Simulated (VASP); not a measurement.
Here is a VASP 6.6.1 calculation.

INCAR

```
  PREC = Accurate
  ENCUT = 520
  EDIFF = 1E-7
  ISMEAR = 0
  SIGMA = 0.05
  LREAL = F
  LASPH = T
  NELM = 150
  ALGO = Normal
  ISIF = 2
  LWAVE = F
  LCHARG = F
  ISPIN = 2
  MAGMOM = 0.3 0.3 0.3 0.3 0.3 0.3 0.3 0.3 0.3 0.3 0.3 0.3
  LORBIT = 11
  GGA = PE
  NBANDS = 70
```

KPOINTS

```
Automatic mesh
0
Gamma
  1 1 4
```

Contents of POSCAR:

```
GaN
1.0
   11.8000000000      0.0000000000      0.0000000000
    0.0000000000     12.5000000000      0.0000000000
    0.0000000000      0.0000000000      6.0032096988
Ga N
6 6
Direct
    0.6286686533      0.5000000000     -0.1551208070
    0.3451012123      0.5000000000      0.3448743465
    0.5342326529      0.3775871904      0.1334951545
    0.4395376063      0.6224139396      0.6335022665
    0.5342326529      0.6224128096      0.1334951545
    0.4395376063      0.3775860604      0.6335022665
    0.6331107681      0.5000000000      0.1673280113
    0.3406668807      0.5000000000      0.6673300360
    0.4095549826      0.3558521734      0.3187324051
    0.5642184608      0.6441500054      0.8187310473
    0.4095549826      0.6441478266      0.3187324051
    0.5642184608      0.3558499946      0.8187310473
```

Potentials or basis: VASP PAW PBE potentials, release 64 (Ga_d, N).

Run with:

```bash
$ cat potpaw_PBE.64/Ga_d/POTCAR potpaw_PBE.64/N/POTCAR > POTCAR
$ mpirun -np 1 vasp_std > vasp.out
```

Question: Predict the net moment.

Answer: 0.00 μB per cell.

Question: What does it give for the largest force?

Answer: 0.029 eV/Å.

Question: What does it give for the band gap on the k mesh?

Answer: 0.70 eV.

Forces on the atoms (eV/Å):
```
Ga   0.025  0.000 -0.015
Ga  -0.024  0.000 -0.014
Ga   0.003 -0.009  0.005
Ga  -0.001  0.009  0.004
Ga   0.003  0.009  0.005
Ga  -0.001 -0.009  0.004
N    0.009  0.000  0.020
N   -0.010  0.000  0.020
N    0.004 -0.024 -0.007
N   -0.006  0.024 -0.007
N    0.004  0.024 -0.007
N   -0.006 -0.024 -0.007
```
